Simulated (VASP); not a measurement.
Write the native input for VASP 6.6.1 that does the following.

```yaml
Task: single point
Functional: LDA
Potentials_or_basis: VASP PAW LDA potentials, release 64 (Fe, Si)
Cutoff: 520 eV
k_mesh: 8 × 8 × 8
Occupations: gaussian, width 0.01 eV
Spin: no spin polarisation
Dipole_correction: no
Further_INCAR_settings: ALGO = Normal; EDIFF = 1e-07; NBANDS = 34
```

The structure of FeSi lies in POSCAR:

```
FeSi
1.0
    4.4300000000      0.0000000000      0.0000000000
    0.0000000000      4.4300000000      0.0000000000
    0.0000000000      0.0000000000      4.4300000000
Fe Si
4 4
Direct
    0.1347372294      0.1347372294      0.1347372294
    0.3652627706      0.8652627706      0.6347372294
    0.6347372294      0.3652627706      0.8652627706
    0.8652627706      0.6347372294      0.3652627706
    0.8398807876      0.8398807876      0.8398807876
    0.6601192124      0.1601192124      0.3398807876
    0.3398807876      0.6601192124      0.1601192124
    0.1601192124      0.3398807876      0.6601192124
```

These files were run (other wordings do the same):

INCAR

```
SYSTEM = FeSi
ALGO = Normal
EDIFF = 1E-7
ENCUT = 520
ISIF = 2
ISMEAR = 0
LASPH = .True.
LCHARG = .True.
LELF = .True.
LREAL = .False.
LVHAR = .True.
LWAVE = .False.
NBANDS = 34
NELM = 80
PREC = Accurate
SIGMA = 0.01
```

KPOINTS

```
k-points
0
Gamma
  8 8 8
  0 0 0
```

Potentials or basis: VASP PAW LDA potentials, release 64 (Fe, Si).

The run is started by

```bash
$ cat potpaw_LDA.64/Fe/POTCAR potpaw_LDA.64/Si/POTCAR > POTCAR
$ mpirun -np 1 vasp_std > vasp.out
```

Results of the run:

```
Pressure               : -8.8 GPa
Largest force          : 0.048 eV/Å
Band gap on the k mesh : 0.14 eV, indirect (least direct gap 0.16 eV)
```

Wall time 78 s on 1 thread of AMD EPYC 9R45 96-Core Processor (Zen 5) (shared host), peak memory 0.21 GiB.
